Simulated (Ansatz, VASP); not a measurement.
## One calculation of GaN, two programs

Contents of INCAR:

```
PREC     = Accurate       # precision mode
ENCUT    = 520            # plane-wave cutoff, eV
EDIFF    = 1E-6           # SCF threshold, eV
ISMEAR   = 0              # smearing method
SIGMA    = 0.05           # smearing width, eV
LREAL    = False          # projectors in reciprocal space
LASPH    = True           # aspherical terms in the spheres
NELM     = 80             # most SCF steps
ALGO     = Normal         # electronic algorithm
ISIF     = 2              # what is computed and relaxed
LWAVE    = False          # write WAVECAR
LCHARG   = False          # write CHGCAR
GGA      = PE             # functional
NBANDS   = 16             # bands
```

File KPOINTS:

```
Automatic mesh
0
Gamma
  10 10 10
```

Contents of POSCAR:

```
GaN
1.0
    0.0000000000      2.3098381227      2.1408255771
    2.3098381227      0.0000000000      2.1408255771
    2.3098381227      2.3098381227      0.0000000000
Ga N
1 1
Direct
    0.0000000000      0.0000000000      0.0000000000
    0.7500000000      0.7500000000      0.7500000000
```

Input for Ansatz:

```yaml
crystal:
  lattice:
    - [0.0, 2.3098381227, 2.1408255771]
    - [2.3098381227, 0.0, 2.1408255771]
    - [2.3098381227, 2.3098381227, 0.0]
  atoms:
    - { symbol: Ga, position: [0.0, 0.0, 0.0] }
    - { symbol: "N", position: [0.75, 0.75, 0.75] }
basis:
  ecutwfc: 420
kpoints:
  mp_grid: { grid: [10, 10, 10] }
hamiltonian:
  xc: pbe
scf:
  occupations: { method: gaussian, width: 0.05 }
output:
  forces: true
  stress: true
  eigenvalues: true
```

Change from the starting cell: strain +0.025 along x and y, -0.050 along z, atoms carried along.

Alike in both runs: task single point; functional PBE; k mesh 10 × 10 × 10; occupations gaussian, width 0.05 eV; no spin polarisation.

|  | VASP | Ansatz |
| --- | --- | --- |
| version | VASP 6.6.1 | Ansatz 0.2.0 |
| potentials or method | VASP PAW PBE potentials, release 64 (Ga_d, N), cutoff 520 eV | scalar-relativistic, plane waves, PAW |
| valence electrons in the cell | 18 | 18 |

VASP gave:

| Item | Value |
| --- | --- |
| gap on the k mesh at the Fermi level (eV) | 1.52 |
| least direct gap on the mesh (eV) | 1.52 |
| pressure (GPa) | 5.1 |
| traceless stress, the component that is largest in VASP (GPa) | 5.07 |

Question: Which values does Ansatz return?

Answer: gap on the k mesh at the Fermi level (eV): 1.51; least direct gap on the mesh (eV): 1.51; pressure (GPa): 5.0; traceless stress, the component that is largest in VASP (GPa): 5.06.

The functional is the same, so the differences come from potentials, cutoffs and numerics.
